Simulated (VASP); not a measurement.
## Ti5Si: single point with LDA

System: Ti5Si, a slab with vacuum.

```
Ti Si
1.0
     2.86412    0.00000    0.00000
    -1.43206    2.48040    0.00000
     0.00000    0.00000   24.49126
Ti Si
5 1
Direct
  0.66667 0.33333 0.16332
  0.33333 0.66667 0.25592
  0.66667 0.33333 0.34952
  0.33333 0.66667 0.44439
  0.66667 0.33333 0.53044
  0.66667 0.83333 0.62005
```

```
Program             : VASP 6.6.1
Task                : single point
Functional          : LDA
Potentials or basis : VASP PAW LDA potentials, release 64 (Ti_sv, Si)
Cutoff              : 520 eV
k mesh              : 9 × 9 × 1
Occupations         : gaussian, width 0.1 eV
Spin                : no spin polarisation
```

The largest force is 0.681 eV/Å. The band gap on the k mesh is zero (bands 32 and 33 overlap by 0.93 eV).

Forces on the atoms (eV/Å):
```
Ti   0.001  0.001  0.572
Ti  -0.002 -0.001 -0.507
Ti   0.014  0.008 -0.001
Ti   0.028  0.016 -0.680
Ti  -0.050 -0.029  0.612
Si   0.009  0.005  0.005
```

Levels at points of the mesh, in eV from the Fermi level:
```csv
k point,band 28,band 29,band 30,band 31,band 32,band 33,band 34,band 35,band 36,band 37
"(0.00, 0.00, 0.00)",-0.18,0.24,0.51,0.64,0.65,0.70,0.71,0.75,0.76,0.77
```

It took 5 min on 1 thread of Intel(R) Xeon(R) Platinum 8488C (Sapphire Rapids) (shared host), peak memory 0.32 GiB.
